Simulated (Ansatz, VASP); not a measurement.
## Two plane-wave programs on Fe

```
Fe
1.0
    -1.19299    1.19299    1.19299
     1.19299   -1.19299    1.19299
     1.19299    1.19299   -1.19299
Fe
1
Direct
  0.00000 0.00000 0.00000
```

Change from the starting cell: volume scaled by 0.598, to set the pressure.

Alike in both runs: task single point; functional PBE; k mesh 22 × 22 × 22; occupations fermi-dirac, width 0.1 eV; collinear spin.

```csv
,VASP,Ansatz
version,VASP 6.6.1,Ansatz 0.2.0
potentials or method,"VASP PAW PBE potentials, release 64 (Fe)","PAW with Ansatz's default frozen-core files, scalar-relativistic"
plane-wave cutoff (eV),520,420
valence electrons in the cell,8,16
```

```tsv
	VASP	Ansatz	Ansatz less VASP
pressure (GPa)	320.9	320.0	-0.85
net moment per atom (μB)	0.90	0.90	+0.005
size of the moment on the site where the two differ most (μB)	0.85	0.89	+0.044
```

Site moments also hang on the region over which each program counts them. Both programs put the cell under a high pressure, so it lies far from rest at this level. With one functional, cell and mesh, what is left measures potentials, basis and numerics. VASP's potentials hold 8 valence electrons a cell and Ansatz's 16, so a difference there can come from the potentials and not from the codes.

Noted on VASP's run: the cell as given lies far from equilibrium.
